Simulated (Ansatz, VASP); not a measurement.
**GaGe3 in VASP and in Ansatz**

```xyz
4
Lattice="4.2132 0.0000 0.0000 0.0000 4.2132 0.0000 0.0000 0.0000 4.2132" Properties=species:S:1:pos:R:3 pbc="T T T"
Ga    0.0000    0.0000    0.0000
Ge    0.0000    2.1066    2.1066
Ge    2.1066    0.0000    2.1066
Ge    2.1066    2.1066    0.0000
```

Alike in both runs: functional r2SCAN; k mesh 12 × 12 × 12; occupations gaussian, width 0.1 eV; no spin polarisation.

Ansatz relaxed the structure, and its values are those at the end. VASP's run is a single point on that final structure, the one shown.

|  | VASP | Ansatz |
| --- | --- | --- |
| version | VASP 6.6.1 | Ansatz 0.2.0 |
| potentials or method | VASP PAW PBE potentials, release 64 (Ga_d, Ge_d), cutoff 520 eV | scalar-relativistic, plane waves, PAW |
| valence electrons in the cell | 55 | 55 |

Ansatz gave:

* gap on the k mesh at the Fermi level (eV): none
* pressure (GPa): 0.0

**Question.** What did VASP give for the same quantities?

**Answer.** gap on the k mesh at the Fermi level (eV): none; pressure (GPa): -0.1.

VASP's potentials were made for PBE, not for r2SCAN. A gap of «none» marks a metal or a gap that the smearing closes. With one functional, cell and mesh, what is left measures potentials, basis and numerics.
